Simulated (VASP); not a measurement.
Input of a VASP 6.6.1 run:

The input INCAR:

```
PREC = Accurate
ENCUT = 520
EDIFF = 1E-6
ISMEAR = 0
SIGMA = 0.04
LREAL = F
LASPH = T
NELM = 120
ALGO = Normal
ISIF = 2
LWAVE = F
LCHARG = T
LDIPOL = T
IDIPOL = 3
DIPOL = 0.5 0.5 0.625
GGA = PS
IVDW = 13
LELF = T
LVHAR = T
LVACPOTAV = T
NBANDS = 11
GGA_COMPAT = F
NELMDL = -8
```

Contents of KPOINTS:

```
regular mesh
0
Gamma
  15 15 1
```

File POSCAR:

```
C
1.0
    2.4570611710      0.0000000000      0.0000000000
   -1.2285305855      2.1278773927      0.0000000000
    0.0000000000      0.0000000000     20.8772645509
C
2
Direct
    1.0000000000      0.0000000000      0.6249993636
    0.3333333333      0.6666666667      0.6248216415
```

Potentials or basis: VASP PAW PBE potentials, release 64 (C).

Command:

```sh
$ cat potpaw_PBE.64/C/POTCAR > POTCAR
$ mpirun -np 1 vasp_std > vasp.out
```

(1) Predict the largest force.

(2) What does it give for the dispersion energy per atom?

## Answers

(1) 0.063 eV/Å.

(2) -0.049 eV.

Caveat: the PAW data sets were made with another functional, which shifts forces and pressure a little.
